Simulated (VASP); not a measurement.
Runs of VASP 6.6.1 on Hf. The structure is that of space group Pm-3m (No. 221), or close to it. The cells are those of the table. This isn't the form of Hf at room conditions, which is hcp.

```tsv
cell	k mesh	gap on the mesh (eV)	pressure (GPa)
a = 2.900 Å, 1 atom	18 × 18 × 18	none	(a)
a = 3.012 Å, 1 atom	12 × 12 × 12	none	-7.4
a = 2.821 Å, 1 atom	12 × 12 × 12	none	(b)
a = 2.900 Å, 1 atom	12 × 12 × 12	none	-0.3
a = 2.861 Å, 1 atom	12 × 12 × 12	none	3.0
a = 2.779 Å, 1 atom	12 × 12 × 12	none	11.7
a = 2.975 Å, 1 atom	12 × 12 × 12	none	-5.5
a = 2.938 Å, 1 atom	12 × 12 × 12	none	(c)
```

Alike in all rows: task single point; level r2SCAN; potentials or basis VASP PAW PBE potentials, release 64 (Hf_pv); no spin polarisation; cutoff (eV) 520; smearing fermi-dirac 0.1 eV.

Problem. Fill in the values left out.

Solution. (a) -0.4; (b) 7.0; (c) -3.1.

Caveats: the PAW data sets were made with another functional, which shifts forces and pressure a little; spin-orbit coupling is left out, which moves the levels of the heavy elements; the cell stands under tension (at least some runs); the cell stands under pressure (at least some runs).

A k mesh can miss the band edges, and the runs leave out spin-orbit coupling on Hf.

A gap of «none» marks levels without a gap at the run's occupations.
